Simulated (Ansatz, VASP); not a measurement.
Sb in VASP and in Ansatz

INCAR

```
SYSTEM = Sb
  ALGO = Normal
  EDIFF = 1E-8
  ENCUT = 520
  GGA = PS
  ISIF = 2
  ISMEAR = -1
  LASPH = .TRUE.
  LCHARG = .FALSE.
  LEFG = .TRUE.
  LREAL = .FALSE.
  LWAVE = .FALSE.
  NBANDS = 8
  NELM = 60
  PREC = Accurate
  SIGMA = 0.03
```

KPOINTS

```
k-points
0
G
  14 14 14
  0 0 0
```

POSCAR

```
Sb
1.0
    0.0000000000      2.3050000000      2.3050000000
    2.3050000000      0.0000000000      2.3050000000
    2.3050000000      2.3050000000      0.0000000000
Sb
1
Direct
    0.0000000000      0.0000000000      0.0000000000
```

Input for Ansatz:

```yaml
crystal:
  lattice:
    - [0.0, 2.305, 2.305]
    - [2.305, 0.0, 2.305]
    - [2.305, 2.305, 0.0]
  atoms:
    - { symbol: Sb, position: [0.0, 0.0, 0.0] }
kpoints:
  mp_grid: { grid: [14, 14, 14] }
  band_path:
    path:
      - [0.0, 0.0, 0.0]
      - [0.5, 0.0, 0.5]
      - [0.625, 0.25, 0.625]
      - [0.375, 0.375, 0.75]
      - [0.0, 0.0, 0.0]
      - [0.5, 0.5, 0.5]
      - [0.5, 0.25, 0.75]
      - [0.5, 0.0, 0.5]
    npoints: 8
scf:
  occupations: { method: fermi_dirac, width: 0.03 }
hamiltonian:
  xc: pbesol
  pseudopotentials: { kind: all_electron, datasets: crystal }
output:
  forces: true
  stress: true
  eigenvalues: true
  efg: { contact_densities: true }
```

Alike in both runs: task electric field gradients; functional PBEsol; k mesh 14 × 14 × 14; occupations fermi-dirac, width 0.03 eV; no spin polarisation.

|  | VASP | Ansatz |
| --- | --- | --- |
| version | VASP 6.6.1 | Ansatz 0.2.0 |
| potentials or method | VASP PAW PBE potentials, release 64 (Sb), cutoff 520 eV | all-electron PAW with datasets made for the crystal, scalar-relativistic |

```tsv
	VASP	Ansatz	Ansatz less VASP
pressure (GPa)	5.1	5.1	-0.03
```

VASP's potentials were made for PBE, not for PBEsol. Ansatz ran all-electron here, and VASP with PAW potentials.

Spin-orbit coupling is off throughout.
